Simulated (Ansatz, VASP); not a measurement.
## One calculation of Ru, two programs

```xyz
1
Lattice="2.5723 0.0000 0.0000 -1.2862 2.2277 0.0000 0.0000 0.0000 2.4035" Properties=species:S:1:pos:R:3 pbc="T T T"
Ru    0.0000    0.0000    0.0000
```

Alike in both runs: task relaxation of cell and atoms; functional PBEsol; k mesh 9 × 9 × 8; occupations gaussian, width 0.1 eV; no spin polarisation.

```csv
,VASP,Ansatz
version,VASP 6.6.1,Ansatz 0.2.0
potentials or method,"VASP PAW PBE potentials, release 64 (Ru_pv), cutoff 600 eV","scalar-relativistic, plane waves, PAW"
valence electrons in the cell,14,16
```

|  | VASP | Ansatz | Ansatz less VASP |
| --- | --- | --- | --- |
| gap on the k mesh at the Fermi level, each at its own relaxed structure (eV) | none | none | - |
| relaxed volume (Å³/atom) | 14.48 | 14.49 | +0.010 |
| relaxed cell length with the largest relative difference (Å) | 2.621 | 2.622 | +0.0006 |

VASP's potentials were made for PBE, not for PBEsol. A gap of «none» marks a metal or a gap that the smearing closes. VASP's potentials hold 14 valence electrons a cell and Ansatz's 16, so a difference there can come from the potentials and not from the codes.
